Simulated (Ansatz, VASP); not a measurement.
**InSb3: VASP beside Ansatz**

INCAR

```
ALGO = Normal
EDIFF = 1E-6
ENCUT = 520
GGA = PE
ISIF = 2
ISMEAR = -1
LASPH = True
LCHARG = False
LREAL = False
LWAVE = False
NBANDS = 22
NELM = 60
PREC = Accurate
SIGMA = 0.05
```

KPOINTS

```
k-points
0
Gamma
  6 6 6
```

POSCAR

```
InSb3
1.0
    4.7414081316      0.0000000000      0.0000000000
    0.0000000000      4.7414081316      0.0000000000
    0.0000000000      0.0000000000      4.7414081316
Sb In
3 1
Direct
    0.5000000000      0.5000000000      0.0000000000
    0.0000000000      0.5000000000      0.5000000000
    0.5000000000      0.0000000000      0.5000000000
    0.0000000000      0.0000000000      0.0000000000
```

Contents of input.yaml:

```yaml
crystal:
  lattice:
    - [4.7414081316, 0.0, 0.0]
    - [0.0, 4.7414081316, 0.0]
    - [0.0, 0.0, 4.7414081316]
  atoms:
    - { symbol: Sb, position: [0.5, 0.5, 0.0] }
    - { symbol: Sb, position: [0.0, 0.5, 0.5] }
    - { symbol: Sb, position: [0.5, 0.0, 0.5] }
    - { symbol: In, position: [0.0, 0.0, 0.0] }
hamiltonian:
  xc: pbe
  pseudopotentials: { kind: paw }
kpoints:
  mp_grid: { grid: [6, 6, 6] }
scf:
  occupations: { method: fermi_dirac, width: 0.05 }
output:
  forces: true
  stress: true
  eigenvalues: true
  write_density: true
  write_potential: true
  elf: true
  volumetric_format: npy
```

Alike in both runs: task single point; functional PBE; k mesh 6 × 6 × 6; occupations fermi-dirac, width 0.05 eV; no spin polarisation.

```csv
,VASP,Ansatz
version,VASP 6.6.1,Ansatz 0.2.0
potentials or method,"VASP PAW PBE potentials, release 64 (Sb, In_d)",Ansatz PAW
plane-wave cutoff (eV),520,420
valence electrons in the cell,28,58
```

|  | VASP | Ansatz | Ansatz less VASP |
| --- | --- | --- | --- |
| gap on the k mesh at the Fermi level (eV) | none | none | - |
| pressure (GPa) | 2.4 | 2.5 | +0.09 |

A gap of «none» marks a metal or a gap that the smearing closes. VASP's potentials hold 28 valence electrons a cell and Ansatz's 58, so a difference there can come from the potentials and not from the codes.

Spin-orbit coupling is off throughout.
